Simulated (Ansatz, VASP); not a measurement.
# Two plane-wave programs on Tl

```xyz
1
Lattice="-1.9796 1.9796 2.0045 1.9796 -1.9796 2.0045 1.9796 1.9796 -2.0045" Properties=species:S:1:pos:R:3 pbc="T T T"
Tl    0.0000    0.0000    2.0045
```

Alike in both runs: functional PBE; k mesh 20 × 20 × 20; occupations gaussian, width 0.1 eV; no spin polarisation.

Ansatz relaxed the structure, and its values are those at the end. VASP's run is a single point on that final structure, the one shown.

|  | VASP | Ansatz |
| --- | --- | --- |
| version | VASP 6.6.1 | Ansatz 0.2.0 |
| potentials or method | VASP PAW PBE potentials, release 64 (Tl_d), cutoff 520 eV | scalar-relativistic, plane waves, PAW |
| valence electrons in the cell | 13 | 13 |

VASP gave:

```
gap on the k mesh at the Fermi level (eV) : none
pressure (GPa)                            : -0.1
```

Task: Estimate Ansatz's values.

Result: gap on the k mesh at the Fermi level (eV): none; pressure (GPa): 0.0.

A gap of «none» marks a metal or a gap that the smearing closes. The functional is the same, so the differences come from potentials, cutoffs and numerics.

Neither program's run includes spin-orbit coupling.
